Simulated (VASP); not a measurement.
CuI (Marshite), 2 atoms in the cell. It takes space group F-43m (No. 216, cubic). Conventional cell: a = 6.063 Å, b = 6.063 Å, c = 6.063 Å, α = 90.00°, β = 90.00°, γ = 90.00°. Within 3.5 Å of Cu (site symmetry -43m) lie 4 I at 2.63 Å. I (site symmetry -43m) has 4 Cu at 2.63 Å within 3.5 Å. 

- Program: VASP 6.6.1
- Task: single point
- Functional: PBEsol
- Potentials or basis: VASP PAW PBE potentials, release 64 (Cu, I)
- Cutoff: 520 eV
- k mesh: 6 × 6 × 6
- Occupations: gaussian, width 0.01 eV
- Spin: non-collinear spin, zero start, spin-orbit coupling
- Starting moments: [[0.0, 0.0, 0.0], [0.0, 0.0, 0.0]] μB
- Dipole correction: no
- Further INCAR settings: ALGO = Normal; EDIFF = 1e-06; NBANDS = 30

Potentials or basis: VASP PAW PBE potentials, release 64 (Cu, I).

Run with:

```bash
$ cat potpaw_PBE.64/Cu/POTCAR potpaw_PBE.64/I/POTCAR > POTCAR
$ mpirun -np 1 vasp_ncl > vasp.out
```

Hardware: 1 thread of Intel(R) Xeon(R) 6975P-C (Granite Rapids), on a shared host.

How long does it take, and how much memory?

Run time: 76 s on 1 thread of Intel(R) Xeon(R) 6975P-C (Granite Rapids), on a shared host, peak memory 0.33 GiB. Counts: scf iterations 15, k points 22.
